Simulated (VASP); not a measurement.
Runs of VASP 6.6.1 on MnSb. It takes space group P6_3/mmc (No. 194, hexagonal). Conventional cell: a = 4.150 Å, b = 4.150 Å, c = 5.780 Å, α = 90.00°, β = 90.00°, γ = 120.00°. Mn (site symmetry -3m) has 6 Sb at 2.80 Å and 2 Mn at 2.89 Å within 3.7 Å. Within 3.8 Å of Sb (site symmetry -6m2) lie 6 Mn at 2.80 Å and 6 Sb at 3.75 Å. 

```csv
level,spin,gap on the mesh (eV),pressure (GPa),moment (μB)
r2SCAN,off,none,-18.2,-
PBE,"collinear, ferromagnetic start",none,(a),6.65
PBE,off,none,-16.1,-
PBE,"collinear, antiferromagnetic start",none,(b),0.00
```

Alike in all rows: task single point; potentials or basis VASP PAW PBE potentials, release 64 (Mn_pv, Sb); cell as given; k mesh 9 × 9 × 6; cutoff (eV) 520; smearing fermi-dirac 0.05 eV.

Fill in the values left out.

(a) -3.4; (b) -3.6.

Caveats: the cell stands under tension; spin-orbit coupling is left out, which moves the levels of the heavy elements; the PAW data sets were made with another functional, which shifts forces and pressure a little (at least some runs).

A k mesh can miss the band edges, and the runs leave out spin-orbit coupling on Sb.

A gap of «none» marks levels without a gap at the run's occupations.
